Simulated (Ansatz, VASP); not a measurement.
TiC: VASP beside Ansatz

```xyz
2
Lattice="0.0000 2.1640 2.1856 2.1640 0.0000 2.1856 2.1640 2.1640 0.0000" Properties=species:S:1:pos:R:3 pbc="T T T"
Ti    0.0000    0.0000    0.0000
C     2.1640    2.1640    2.1856
```

Change from the starting cell: zz strain of +1 %.

Alike in both runs: task single point; functional PBEsol; k mesh 14 × 14 × 14; occupations fermi-dirac, width 0.03 eV; no spin polarisation.

|  | VASP | Ansatz |
| --- | --- | --- |
| version | VASP 6.6.1 | Ansatz 0.2.0 |
| potentials or method | VASP PAW PBE potentials, release 64 (Ti_sv, C), cutoff 520 eV | all-electron LAPW, scalar-relativistic |

VASP gave:

```
pressure (GPa)                                                : -8.2
traceless stress, the component that is largest in VASP (GPa) : -2.38
```

Task: Which values does Ansatz return?

Result: Pressure (GPa): -8.5; traceless stress, the component that is largest in VASP (GPa): -2.36.

VASP's potentials were made for PBE, not for PBEsol. Ansatz ran all-electron here, and VASP with PAW potentials.
